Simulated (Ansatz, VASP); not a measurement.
**Ni in VASP and in Ansatz**

Contents of INCAR:

```
PREC = Accurate
ENCUT = 520
EDIFF = 1E-7
ISMEAR = -1
SIGMA = 0.05
LREAL = False
LASPH = True
NELM = 150
ALGO = Normal
ISIF = 2
LWAVE = False
LCHARG = False
ISPIN = 2
MAGMOM = -0.696 -0.696 -0.705 -0.705
LORBIT = 11
LMAXMIX = 4
GGA = RE
NBANDS = 32
```

The input KPOINTS:

```
Automatic mesh
0
Gamma
  16 16 5
```

File POSCAR:

```
Ni
1.0
    2.4716546792      0.0000000000      0.0000000000
   -1.2358273396      2.1405157416      0.0000000000
    0.0000000000      0.0000000000      8.0900404606
Ni
4
Direct
    0.0000000000      0.0000000000      1.0000000000
    0.0000000000      0.0000000000      0.5000000000
    0.3333333333      0.6666666667      0.2500000000
    0.6666666667      0.3333333333      0.7500000000
```

Input for Ansatz:

```yaml
crystal:
  lattice:
    - [2.4716546792, 0.0, 0.0]
    - [-1.2358273396, 2.1405157416, 0.0]
    - [0.0, 0.0, 8.0900404606]
  atoms:
    - { symbol: Ni, position: [0.0, 0.0, 1.0], spin: -0.696 }
    - { symbol: Ni, position: [0.0, 0.0, 0.5], spin: -0.696 }
    - { symbol: Ni, position: [0.3333333333, 0.6666666667, 0.25], spin: -0.705 }
    - { symbol: Ni, position: [0.6666666667, 0.3333333333, 0.75], spin: -0.705 }
hamiltonian:
  xc: revpbe
  pseudopotentials:
    kind: paw
    azcp:
      Ni: "pseudopotentials/Ni.paw.azcp"
basis:
  ecutwfc: 420
  fft_grid_basis: typed
kpoints:
  mp_grid: { grid: [16, 16, 5], shift: [0, 0, 0] }
magnetization:
  spin_polarized: true
scf:
  occupations: { method: fermi_dirac, width: 0.05 }
  lower_state_search: "off"
output:
  stress: true
  write_density: true
  write_potential: true
  elf: true
  volumetric_format: npy
```

Alike in both runs: task single point; functional revPBE; k mesh 16 × 16 × 5; occupations fermi-dirac, width 0.05 eV; collinear spin.

```csv
,VASP,Ansatz
version,VASP 6.6.1,Ansatz 0.2.0
potentials or method,"VASP PAW PBE potentials, release 64 (Ni), cutoff 520 eV","plane waves (420 eV) with PAW, scalar-relativistic"
valence electrons in the cell,40,72
```

VASP gave:

| Item | Value |
| --- | --- |
| pressure (GPa) | 8.0 |
| traceless stress, the component that is largest in VASP (GPa) | 0.41 |
| net moment per atom (μB) | 0.61 |
| size of the moment on the site where the two differ most (μB) | 0.62 |

Problem. Estimate Ansatz's values.

Solution. Pressure (GPa): 8.0; traceless stress, the component that is largest in VASP (GPa): 0.37; net moment per atom (μB): 0.62; size of the moment on the site where the two differ most (μB): 0.66.

VASP's potentials were made for PBE, not for revPBE. Site moments also hang on the region over which each program counts them. VASP's potentials hold 40 valence electrons a cell and Ansatz's 72, so a difference there can come from the potentials and not from the codes.
